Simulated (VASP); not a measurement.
Ir, 1 atom in the cell. Symmetry: Fm-3m, No. 225, cubic system. The conventional cell has a = 3.854 Å, b = 3.854 Å, c = 3.854 Å, α = 90.00°, β = 90.00°, γ = 90.00°. Within 3.6 Å of Ir (site symmetry m-3m) lie 12 Ir at 2.73 Å. 

```yaml
Program: VASP 6.6.1
Task: relaxation of cell and atoms
Functional: PBEsol
Potentials_or_basis: VASP PAW PBE potentials, release 64 (Ir)
Cutoff: 600 eV
k_mesh: 8 × 8 × 8
Occupations: gaussian, width 0.1 eV
Spin: no spin polarisation
Dipole_correction: no
Further_INCAR_settings: ALGO = Normal; EDIFF = 1e-06; IBRION = 2; EDIFFG = -0.04; NSW = 90; ISIF = 3
```

Potentials or basis: VASP PAW PBE potentials, release 64 (Ir).

Command:

```sh
$ cat potpaw_PBE.64/Ir/POTCAR > POTCAR
$ mpirun -np 1 vasp_std > vasp.out
```

Hardware: 1 thread of Intel(R) Xeon(R) Platinum 8488C (Sapphire Rapids), with other jobs on the host.

How long does it take, and how much memory?

Wall time 7.5 s on 1 thread of Intel(R) Xeon(R) Platinum 8488C (Sapphire Rapids) (shared host), peak memory 0.15 GiB. Counts: scf iterations 26, k points 29, ion steps 3.
